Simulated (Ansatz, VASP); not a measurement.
# Two plane-wave programs on P3Pb

```
P Pb
1.0
     6.04221    0.00000    0.00000
    -3.02111    5.23271    0.00000
     0.00000    0.00000    5.58040
P Pb
6 2
Direct
  0.87628 0.75256 0.25000
  0.12372 0.87628 0.75000
  0.24744 0.12372 0.25000
  0.12372 0.24744 0.75000
  0.87628 0.12372 0.25000
  0.75256 0.87628 0.75000
  0.33333 0.66667 0.25000
  0.66667 0.33333 0.75000
```

Alike in both runs: functional r2SCAN; k mesh 6 × 6 × 8; occupations gaussian, width 0.1 eV; no spin polarisation.

Ansatz relaxed the structure, and its values are those at the end. VASP's run is a single point on that final structure, the one shown.

|  | VASP | Ansatz |
| --- | --- | --- |
| version | VASP 6.6.1 | Ansatz 0.2.0 |
| potentials or method | VASP PAW PBE potentials, release 64 (P, Pb_d), cutoff 520 eV | scalar-relativistic, plane waves, PAW |
| valence electrons in the cell | 58 | 58 |

|  | VASP | Ansatz | Ansatz less VASP |
| --- | --- | --- | --- |
| gap on the k mesh at the Fermi level (eV) | none | none | - |
| pressure (GPa) | -0.3 | 0.0 | +0.27 |
| rms of the force components (eV/Å) | 0.054 | 0.001 | -0.0536 |

VASP's potentials were made for PBE, not for r2SCAN. A gap of «none» marks a metal or a gap that the smearing closes.

Neither program's run includes spin-orbit coupling.
